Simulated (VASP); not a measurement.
The system is B3N2.

```
B N
1.0
     1.28413    0.74139    5.95260
    -1.28413    0.74139    5.95260
     0.00000   -1.48279    5.95260
B N
3 2
Cartesian
  0.0000 0.0000 0.0000
  0.0000 0.0000 3.7412
  0.0000 0.0000 14.1166
  0.0000 0.0000 7.1431
  0.0000 0.0000 10.7147
```

```yaml
Program: VASP 6.6.1
Task: relaxation of cell and atoms
Functional: PBE
Potentials_or_basis: VASP PAW PBE potentials, release 64 (B, N)
Cutoff: 600 eV
k_mesh: 6 × 6 × 6
Occupations: gaussian, width 0.1 eV
Spin: no spin polarisation
```

At the start: pressure -39.6 GPa; volume 6.80 Å³/atom.

Question: How do energy, volume and symmetry change on relaxing?

Answer: Over 8 steps the energy falls by 212.6 meV/atom and the volume is 5.69 Å³/atom (-16.3 %); space group R-3m (No. 166, to 0.05 Å).

The path:
| step | energy change (eV) | largest force (eV/Å) | pressure (GPa) | volume (Å³) |
| --- | --- | --- | --- | --- |
| 1 | 0.0000 | 1.3551 | -39.62 | 34.00 |
| 2 | -0.5224 | 2.4700 | 36.14 | 26.27 |
| 3 | -1.0029 | 0.7300 | -5.09 | 29.10 |
| 4 | -1.0032 | 0.7698 | -4.02 | 29.01 |
| 5 | -1.0584 | 0.0443 | 3.71 | 28.12 |
| 6 | -1.0601 | 0.1510 | 2.56 | 28.24 |
| 7 | -1.0622 | 0.0826 | -1.21 | 28.55 |
| 8 | -1.0628 | 0.0366 | -0.04 | 28.45 |

Final structure:
```
B N
1.0
     1.23527    0.71318    5.38242
    -1.23527    0.71318    5.38242
     0.00000   -1.42636    5.38242
B N
3 2
Direct
  0.00000 0.00000 0.00000
  0.20973 0.20973 0.20973
  0.79027 0.79027 0.79027
  0.39764 0.39764 0.39764
  0.60236 0.60236 0.60236
```

Caveat: the k points lie up to 0.49 Å⁻¹ apart in the final cell; the volume moved by over 15 % at a fixed basis, so the end points are rough.
